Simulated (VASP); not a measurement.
# Ge (Cmcm) in VASP: further runs, part 3 of 3

VASP 6.6.1. Earlier steps stand in the parts before.

## Step 6: Single point, PBEsol

The input, INCAR:

```
SYSTEM = Ge
ALGO = Normal ; EDIFF = 1E-6
ENCUT = 520 ; GGA = PS
ISIF = 2 ; ISMEAR = 0
LASPH = .TRUE. ; LCHARG = .TRUE.
LELF = .TRUE. ; LREAL = .FALSE.
LVHAR = .TRUE. ; LWAVE = .FALSE.
NBANDS = 21 ; NELM = 60
PREC = Accurate ; SIGMA = 0.1
```

The input, KPOINTS:

```
k-points
0
G
  9 9 5
  0 0 0
```

The input, POSCAR:

```
Ge
1.0
    2.9911060000      0.0000000000      0.0000000000
   -1.5105156329      2.5816772893      0.0000000000
    0.0000000000      0.0000000000      4.7275960000
Ge
2
Direct
    0.6665500000      0.3334500000      0.2500000000
    0.3334500000      0.6665500000      0.7500000000
```

Potentials or basis: VASP PAW PBE potentials, release 64 (Ge_d).

Started as:

```sh
$ cat potpaw_PBE.64/Ge_d/POTCAR > POTCAR
$ mpirun -np 1 vasp_std > vasp.out
```

OUTCAR:

```text
SYSTEM = Ge
   EDIFF = 1E-6
   ENCUT = 520
   GGA = PS
   ISIF = 2
   ISMEAR = 0
   LASPH = .TRUE.
   LREAL = .FALSE.
   NELM = 60
   PREC = Accurate

 ion  position               nearest neighbor table
   1  0.667  0.333  0.250-
   2  0.333  0.667  0.750-

  LATTYP: Found a base centered orthorhombic cell.
 ALAT       =     2.9761057544
 B/A-ratio  =     1.7436809982
 C/A-ratio  =     1.5885174756

  Lattice vectors:

 A1 = (   2.9911060000,   0.0000000000,   0.0000000000)
 A2 = (  -1.5105156329,   2.5816772893,   0.0000000000)
 A3 = (   0.0000000000,   0.0000000000,   4.7275960000)

Analysis of symmetry for initial positions (statically):
=====================================================================
 Subroutine PRICEL returns:
 Original cell was already a primitive cell.

 Routine SETGRP: Setting up the symmetry group for a
 base centered orthorhombic supercell.

 Subroutine GETGRP returns: Found  8 space group operations
 (whereof  4 operations were pure point group operations)
 out of a pool of  8 trial point group operations.

The static configuration has the point symmetry C_2h.
 The point group associated with its full space group is D_2h.

Analysis of symmetry for dynamics (positions and initial velocities):
=====================================================================
 Subroutine PRICEL returns:
 Original cell was already a primitive cell.

 Routine SETGRP: Setting up the symmetry group for a
 base centered orthorhombic supercell.

 Subroutine GETGRP returns: Found  8 space group operations
 (whereof  4 operations were pure point group operations)
 out of a pool of  8 trial point group operations.

The dynamic configuration has the point symmetry C_2h.
 The point group associated with its full space group is D_2h.

 Subroutine INISYM returns: Found  8 space group operations
 (whereof  4 operations are pure point group operations),
 and found     1 'primitive' translations

----------------------------------------------------------------------------------------

                                     Primitive cell

  volume of cell :      36.5068

  direct lattice vectors                    reciprocal lattice vectors
     2.991106000  0.000000000  0.000000000     0.334324494  0.195610186  0.000000000
    -1.510515633  2.581677289  0.000000000     0.000000000  0.387345081  0.000000000
     0.000000000  0.000000000  4.727596000     0.000000000  0.000000000  0.211523997

  length of vectors
     2.991106000  2.991106000  4.727596000     0.387345081  0.387345081  0.211523997

  position of ions in fractional coordinates (direct lattice)
     0.666550000  0.333450000  0.250000000
     0.333450000  0.666550000  0.750000000

  ion indices of the primitive-cell ions
   primitive index   ion index
                 1           1
                 2           2

----------------------------------------------------------------------------------------

 KPOINTS: k-points

Automatic generation of k-mesh.
 Grid dimensions read from file:
 generate k-points for:    9    9    5

 Generating k-lattice:

  Cartesian coordinates                     Fractional coordinates (reciprocal lattice)
     0.037147166  0.021734465  0.000000000     0.111111111  0.000000000  0.000000000
     0.000000000  0.043038342  0.000000000     0.000000000  0.111111111  0.000000000
     0.000000000  0.000000000  0.042304799     0.000000000  0.000000000  0.200000000

  Length of vectors
     0.043038342  0.043038342  0.042304799

  Shift w.r.t. Gamma in fractional coordinates (k-lattice)
     0.000000000  0.000000000  0.000000000

 Subroutine IBZKPT returns following result:
 ===========================================

 Found     75 irreducible k-points:

 Following reciprocal coordinates:
            Coordinates               Weight
  0.000000  0.000000  0.000000      1.000000
  0.111111 -0.000000  0.000000      4.000000
  0.222222 -0.000000  0.000000      4.000000
  0.333333 -0.000000  0.000000      4.000000
  0.444444 -0.000000  0.000000      4.000000
  0.111111  0.111111  0.000000      2.000000
[... 16 lines left out ...]
 -0.333333  0.333333  0.000000      2.000000
  0.444444  0.444444  0.000000      2.000000
 [... further k-points ...]
   k-points           NKPTS =     75   k-points in BZ     NKDIM =     75   number of bands    NBANDS=     21
   number of dos      NEDOS =    301   number of ions     NIONS =      2
   total plane-waves  NPLWV =  20736
   dimension x,y,z NGX =    24 NGY =   24 NGZ =   36
   dimension x,y,z NGXF=    48 NGYF=   48 NGZF=   72
   ions per type =               2
   NGX,Y,Z   is equivalent  to a cutoff of  13.34, 13.34, 12.66 a.u.
   NGXF,Y,Z  is equivalent  to a cutoff of  26.68, 26.68, 25.32 a.u.
 SYSTEM =  Ge
   PREC   = accura    normal or accurate (medium, high low for compatibility)
   ISTART =      0    job   : 0-new  1-cont  2-samecut
   ICHARG =      2    charge: 1-file 2-atom 10-const
   ISPIN  =      1    spin polarized calculation?
   LNONCOLLINEAR =      F non collinear calculations
   LSORBIT =      F    spin-orbit coupling
   LASPH  =      T    aspherical Exc in radial PAW
   ENCUT  =  520.0 eV  38.22 Ry    6.18 a.u.   5.56  5.56  8.79*2*pi/ulx,y,z
   NELM   =     60;   NELMIN=  2; NELMDL= -5     # of ELM steps
   EDIFF  = 0.1E-05   stopping-criterion for ELM
   LREAL  =      F    real-space projection
   EDIFFG = 0.1E-04   stopping-criterion for IOM
   NSW    =      0    number of steps for IOM
   IBRION =     -1    ionic relax: 0-MD 1-quasi-New 2-CG
   NFREE  =      0    steps in history (QN), initial steepest desc. (CG)
   ISIF   =      2    stress and relaxation
   ISYM   =      2    0-nonsym 1-usesym 2-fastsym
   POTIM  = 0.5000    time-step for ionic-motion
   TEBEG  =    0.0;   TEEND  =   0.0 temperature during run
   PSTRESS=    0.0 pullay stress
   NELECT =      28.0000    total number of electrons
   NUPDOWN=      -1.0000    fix difference up-down
   EMIN   =  10.00;   EMAX   =-10.00  energy-range for DOS
   EFERMI =   0.00;   METHOD = LEGACY
   ISMEAR =     0;   SIGMA  =   0.10  broadening in eV -4-tet -1-fermi 0-gaus
   EFERMI_NEDOS =   21; number of points for ismear=-14 and -15
   IALGO  =     38    algorithm
   IMIX   =      4    mixing-type and parameters
     AMIX     =   0.40;   BMIX     =  1.00
     AMIX_MAG =   1.60;   BMIX_MAG =  1.00
  volume/ion in A,a.u.               =      18.25       123.18
  Fermi-wavevector in a.u.,A,eV,Ry     =   1.498544  2.831837 30.553703  2.245634
  Thomas-Fermi vector in A             =   2.610289
   LORBIT       =      0    0 simple, 1 ext, 2 COOP (PROOUT), +10 PAW based schemes
   GGA     = PS    functional components
   LHFCALC =     F    Hartree Fock is set to
   AEXX    =    0.0000 exact exchange contribution
   IVDW    =     0    specifies the selected vdW correction
   LEPSILON=     F    determine dielectric tensor
   LRPA    =     F    only Hartree local field effects (RPA)
 non-spin polarized calculation
 Gauss-broadening in eV      SIGMA  =   0.10
  energy-cutoff  :      520.00
  volume of cell :       36.51
 maximum number of plane-waves:      1007
   NGX = 11   NGY = 11   NGZ = 17

 number of electron      28.0000012 magnetization

 Free energy of the ion-electron system (eV)
  ---------------------------------------------------
  ext. energy  EPLUGINS =         0.00000000
  ---------------------------------------------------
  free energy    TOTEN  =        -9.31329711 eV

  energy without entropy =       -9.30694710  energy(sigma->0) =       -9.31012211

 E-fermi :   7.0034     XC(G=0): -11.6071

 val. band max:        6.9927413319   @ k =   0.2222   0.2222   0.2000
 cond. band min:       7.1252542827   @ k =   0.3333   0.1111   0.0000
 fundamental gap:      0.1325129508
 Fermi energy:         7.0034107663

 k-point     1 :       0.0000    0.0000    0.0000
  band No.  band energies     occupation
      1     -17.6676      2.00000
      2     -17.6562      2.00000
      3     -17.6549      2.00000
      4     -17.6525      2.00000
      5     -17.6469      2.00000
      6     -17.6436      2.00000
[... 13 lines left out ...]
     20      19.8282      0.00000
     21      21.0963      0.00000
[... 529 lines left out ...]
 k-point    24 :       0.4444    0.4444    0.0000
  band No.  band energies     occupation
      1     -17.7073      2.00000
      2     -17.6902      2.00000
      3     -17.6573      2.00000
      4     -17.6506      2.00000
      5     -17.6117      2.00000
      6     -17.6095      2.00000
[... 13 lines left out ...]
     20      15.8807      0.00000
     21      21.8941      0.00000

 [... further k-points ...]

------------------------ aborting loop because EDIFF is reached ----------------------------------------

  FORCE on cell =-STRESS in cart. coord.  units (eV):
  Direction    XX          YY          ZZ          XY          YZ          ZX
  --------------------------------------------------------------------------------------
  -------------------------------------------------------------------------------------
  Total       -0.2265627     -0.1538601      0.2123258      0.0621292     -0.0000000      0.0000000
  in kB       -9.9431682     -6.7524692      9.3183546      2.7266699     -0.0000000      0.0000000
  external PRESSURE =      -2.4590943 kB  Pullay stress =       0.0000000 kB

 VOLUME and BASIS-vectors are now :
 -----------------------------------------------------------------------------
  energy-cutoff  :      520.00
  volume of cell :       36.51
      direct lattice vectors                 reciprocal lattice vectors
     2.991106000  0.000000000  0.000000000     0.334324494  0.195610186  0.000000000
    -1.510515633  2.581677289  0.000000000     0.000000000  0.387345081  0.000000000
     0.000000000  0.000000000  4.727596000     0.000000000  0.000000000  0.211523997

 POSITION                                       TOTAL-FORCE (eV/Angst)
 -----------------------------------------------------------------------------------
      1.49004      0.86086      1.18190        -0.002384      0.001367      0.000000
     -0.00945      1.72082      3.54570         0.002384     -0.001367      0.000000
 -----------------------------------------------------------------------------------
    total drift:                                0.000000     -0.000000     -0.000000

  FREE ENERGIE OF THE ION-ELECTRON SYSTEM (eV)
  ---------------------------------------------------
  free  energy   TOTEN  =        -9.3132971144 eV

  energy  without entropy=       -9.3069470956  energy(sigma->0) =       -9.31012211
```

stdout:

```text
POSCAR found type information on POSCAR Ge
 POSCAR found :  1 types and       2 ions
 scaLAPACK will be used
 -----------------------------------------------------------------------------
|                                                                             |
|                                                                             |
|     You enforced a specific xc type in the INCAR file but a different       |
|     I HOPE YOU KNOW WHAT YOU ARE DOING!                                     |
|                                                                             |
 -----------------------------------------------------------------------------

 LDA part: xc-table for (Slater+PW92), standard interpolation
 POSCAR, INCAR and KPOINTS ok, starting setup
 FFT: planning ... GRIDC
 FFT: planning ... GRID_SOFT
 FFT: planning ... GRID
 WAVECAR not read
 entering main loop
```

Wall time 92 s (1 thread of AMD EPYC 7R13, shared host); peak memory 0.15 GiB.

Results:

| Quantity | Value |
| --- | --- |
| Free energy | -9.3133 eV |
| Pressure | -0.2 GPa |
| Band gap on the k mesh | zero (band 14 reaches 13.73 eV, above the bottom of band 15 at 3.94 eV) |

Forces in eV/Å, atoms in the order of the input:
```
Ge  -0.002  0.001  0.000
Ge   0.002 -0.001  0.000
```

Levels at points of the mesh, in eV from the Fermi level:
```
           k point  band 12  band 13  band 14  band 15  band 16  band 17
(0.00, 0.00, 0.00)    -7.56    -5.63     6.51     6.63     8.60     8.72
```

Caveat: the PAW data sets were made with another functional, which shifts forces and pressure a little.

## Step 7: Single point, PBEsol

The input, INCAR:

```
SYSTEM = Ge
PREC = Accurate ; ENCUT = 520
EDIFF = 1E-7 ; ISMEAR = 0
SIGMA = 0.1 ; LREAL = .FALSE.
LASPH = .TRUE. ; NELM = 80
ALGO = Normal ; ISIF = 2
LWAVE = .FALSE. ; LCHARG = .FALSE.
GGA = PS ; NBANDS = 21
```

The input, KPOINTS:

```
regular mesh
0
G
  11 11 6
  0 0 0
```

POSCAR is that of step 6.

Started as:

```sh
$ cat potpaw_PBE.64/Ge_d/POTCAR > POTCAR
$ mpirun -np 1 vasp_std > vasp.out
```

Wall time 2.8 min (1 thread of AMD EPYC 7R13, shared host); peak memory 0.19 GiB.

The run converged. Its results:

- Free energy: -9.3206 eV
- Pressure: 0.4 GPa
- Largest force: 0.007 eV/Å
- Band gap on the k mesh: zero (band 14 reaches 13.67 eV, above the bottom of band 15 at 4.30 eV)

Forces on the atoms (eV/Å):
```
Ge  -0.006  0.003  0.000
Ge   0.006 -0.003  0.000
```

Stress tensor (GPa, compression positive):
```
-1.77 -0.13  0.00
-0.13 -1.92  0.00
 0.00  0.00  4.92
```

Levels at points of the mesh, in eV from the Fermi level:
| k point | band 12 | band 13 | band 14 | band 15 | band 16 | band 17 |
| --- | --- | --- | --- | --- | --- | --- |
| (0.00, 0.00, 0.00) | -7.57 | -5.62 | 6.51 | 6.63 | 8.60 | 8.71 |
| (0.00, 0.00, 0.50) | -11.78 | 1.79 | 1.79 | 7.66 | 7.66 | 7.77 |

Caveat: the PAW data sets were made with another functional, which shifts forces and pressure a little.

## Step 8: Summary

| k mesh | gap on the mesh (eV) | pressure (GPa) | largest force (eV/Å) |
| --- | --- | --- | --- |
| 3 × 3 × 2 | none | -4.8 | 0.04 |
| 4 × 4 × 2 | none | -3.8 | 0.01 |
| 5 × 5 × 3 | none | 1.4 | 0.02 |
| 7 × 7 × 4 | none | 1.8 | 0.01 |
| 9 × 9 × 5 | none | -0.2 | - |
| 11 × 11 × 6 | none | 0.4 | 0.01 |

Alike in all rows: task single point; level PBEsol; potentials or basis VASP PAW PBE potentials, release 64 (Ge_d); no spin polarisation; cell as given; cutoff (eV) 520; smearing gaussian 0.1 eV.

Caveats: some runs use coarse meshes; the PAW data sets were made with another functional, which shifts forces and pressure a little.

Total energies depend on the potentials used, so only differences within one code and one set of settings carry meaning.
